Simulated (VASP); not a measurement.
Write the native input for VASP 6.6.1 that does the following.

| Item | Value |
| --- | --- |
| Task | single point |
| Functional | PBE |
| Potentials or basis | VASP PAW PBE potentials, release 64 (Ti_sv, Si) |
| Cutoff | 520 eV |
| k mesh | 12 × 12 × 12 |
| Occupations | gaussian, width 0.15 eV |
| Spin | no spin polarisation |
| Dipole correction | no |
| Further INCAR settings | ALGO = Normal; EDIFF = 1e-06; NBANDS = 29 |

The structure of TiSi2 lies in POSCAR:

```
TiSi2
1.0
    1.7735428079     -6.9172905542      0.0000000000
    1.7735428079      6.9172905542      0.0000000000
    0.0000000000      0.0000000000      3.5787905990
Ti Si
2 4
Direct
    0.8968075259      0.1031924741      0.7500000000
    0.1031924741      0.8968075259      0.2500000000
    0.5591373592      0.4408626408      0.7500000000
    0.4408626408      0.5591373592      0.2500000000
    0.2498287182      0.7501712818      0.7500000000
    0.7501712818      0.2498287182      0.2500000000
```

The input as run:

INCAR

```
SYSTEM = TiSi2
ALGO = Normal
EDIFF = 1E-6
ENCUT = 520
GGA = PE
ISIF = 2
ISMEAR = 0
LASPH = .TRUE.
LCHARG = .FALSE.
LREAL = .FALSE.
LWAVE = .FALSE.
NBANDS = 29
NELM = 80
PREC = Accurate
SIGMA = 0.15
```

KPOINTS

```
k-points
0
G
  12 12 12
  0 0 0
```

Potentials or basis: VASP PAW PBE potentials, release 64 (Ti_sv, Si).

Command:

```console
$ cat potpaw_PBE.64/Ti_sv/POTCAR potpaw_PBE.64/Si/POTCAR > POTCAR
$ mpirun -np 1 vasp_std > vasp.out
```

It gave:

| Quantity | Value |
| --- | --- |
| Pressure | -2.2 GPa |
| Largest force | 0.193 eV/Å |
| Band gap on the k mesh | zero (bands 20 and 21 overlap by 0.98 eV) |

Run time: 16 min on 1 thread of Intel(R) Xeon(R) Platinum 8488C (Sapphire Rapids) (shared host), peak memory 0.73 GiB.
